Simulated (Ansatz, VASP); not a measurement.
Two plane-wave programs on InP

```xyz
2
Lattice="0.0000 2.9798 2.9798 2.9798 0.0000 2.9798 2.9798 2.9798 0.0000" Properties=species:S:1:pos:R:3 pbc="T T T"
In    0.0000    0.0000    0.0000
P     1.4899    1.4899    1.4899
```

Alike in both runs: functional PBE; k mesh 8 × 8 × 8; occupations gaussian, width 0.02 eV; no spin polarisation.

Ansatz relaxed the structure, and its values are those at the end. VASP's run is a single point on that final structure, the one shown.

|  | VASP | Ansatz |
| --- | --- | --- |
| version | VASP 6.6.1 | Ansatz 0.2.0 |
| potentials or method | VASP PAW PBE potentials, release 64 (In_d, P), cutoff 500 eV | scalar-relativistic, plane waves, PAW |
| valence electrons in the cell | 18 | 18 |

|  | VASP | Ansatz | Ansatz less VASP |
| --- | --- | --- | --- |
| gap on the k mesh at the Fermi level (eV) | 0.44 | 0.44 | +0.003 |
| least direct gap on the mesh (eV) | 0.44 | 0.44 | +0.003 |
| pressure (GPa) | -0.1 | 0.0 | +0.05 |

The functional is the same, so the differences come from potentials, cutoffs and numerics.
